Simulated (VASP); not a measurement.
CoNiO2:

```
CELL_PARAMETERS angstrom
2.95280 0.00000 0.00000
0.00000 2.95280 0.00000
0.00000 0.00000 4.13609
ATOMIC_POSITIONS crystal
Ni 0.00000 0.00000 0.00000
Co 0.50000 0.50000 0.50000
O 0.00000 0.00000 0.50000
O 0.50000 0.50000 0.00000
```

This cell differs from its parent crystal: volume scaled by 0.94.

Base run:

* Program: VASP 6.6.1
* Functional: PBEsol
* Potentials or basis: VASP PAW PBE potentials, release 64 (Ni, Co, O)
* Cutoff: 520 eV
* k mesh: 9 × 9 × 6
* Occupations: fermi-dirac, width 0.05 eV
* Spin: collinear spin, ferromagnetic start
* Starting moments: [1.0, 2.0, 0.0, 0.0] μB

Its results: pressure -5.3 GPa; net moment 3.38 μB per cell; site moments Ni +0.74; Co +2.24; O +0.19, +0.14 μB.

**Question.** The run is repeated on the same cell with these changes: functional from PBEsol to LDA; potentials or basis from VASP PAW PBE potentials, release 64 (Ni, Co, O) to VASP PAW LDA potentials, release 64 (Ni, Co, O). What comes out?

**Answer.** Pressure -16.2 GPa; net moment 2.73 μB per cell; site moments Ni +0.50; Co +1.92; O +0.15, +0.11 μB.

Caveats: the PAW data sets were made with another functional, which shifts forces and pressure a little (some runs).
